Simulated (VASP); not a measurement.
Here is a VASP 6.6.1 calculation.

The input INCAR:

```
PREC = Accurate
ENCUT = 600
EDIFF = 1E-7
ISMEAR = 0
SIGMA = 0.02
LREAL = False
LASPH = True
NELM = 120
ALGO = Normal
ISIF = 4
LWAVE = False
LCHARG = False
GGA = PE
IBRION = 2
NSW = 50
EDIFFG = -0.01
GGA_COMPAT = False
NELMIN = 4
```

The input KPOINTS:

```
regular mesh
0
Gamma
  6 6 8
```

The input POSCAR:

```
MgF2
1.0
    4.5974740171      0.0000000000      0.0000000000
    0.0000000000      4.5974740171      0.0000000000
    0.0000000000      0.0000000000      3.0355021473
Mg F
2 4
Direct
    0.0000000000      0.0000000000      0.0000000000
    0.5000000000      0.5000000000      0.5000000000
    0.3029732649      0.3029732649      0.0000000000
    0.1970267351      0.8029732649      0.5000000000
    0.6970267351      0.6970267351      0.0000000000
    0.8029732649      0.1970267351      0.5000000000
```

Potentials or basis: VASP PAW PBE potentials, release 64 (Mg, F).

Run with:

```bash
$ cat potpaw_PBE.64/Mg/POTCAR potpaw_PBE.64/F/POTCAR > POTCAR
$ mpirun -np 1 vasp_std > vasp.out
```

(1) What does it give for the band gap on the k mesh?

Answers

(1) 7.21 eV, direct.
